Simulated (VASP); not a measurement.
Crystal: Sb.

```
Sb
1.0
    -3.04150    3.04150    1.65919
     3.04150   -3.04150    1.65919
     3.04150    3.04150   -1.65919
Sb
2
Direct
  0.00000 0.00000 0.00000
  0.75000 0.25000 0.50000
```

| Property | Result |
| --- | --- |
| Program | VASP 6.6.1 |
| Task | relaxation of cell and atoms |
| Functional | r2SCAN |
| Potentials or basis | VASP PAW PBE potentials, release 64 (Sb) |
| Cutoff | 550 eV |
| k mesh | 18 × 18 × 18 |
| Occupations | gaussian, width 0.1 eV |
| Spin | no spin polarisation |

At the start: pressure -2.8 GPa; volume 30.70 Å³/atom.

Problem. Where does the relaxation end?

Solution. Over 8 steps the energy falls by 20.1 meV/atom and the volume is 29.09 Å³/atom (-5.3 %); space group I4_1/amd (No. 141, to 0.1 Å) before and after.

Step by step:
```
step  energy change (eV)  largest force (eV/Å)  pressure (GPa)  volume (Å³)
   1              0.0000                0.0000           -2.80        61.39
   2             -0.0295                0.0000            1.64        56.75
   3             -0.0347                0.0000            0.26        57.97
   4             -0.0393                0.0000            0.18        58.01
   5             -0.0400                0.0000            0.16        58.03
   6             -0.0400                0.0000            0.16        58.03
   7             -0.0401                0.0000           -0.11        58.28
   8             -0.0401                0.0000            0.01        58.17
```

Final structure:
```
CELL_PARAMETERS angstrom
-3.02398 3.02398 1.59032
3.02398 -3.02398 1.59032
3.02398 3.02398 -1.59032
ATOMIC_POSITIONS crystal
Sb 0.00000 0.00000 0.00000
Sb 0.75000 0.25000 0.50000
```

Caveat: the PAW data sets were made with another functional, which shifts forces and pressure a little.
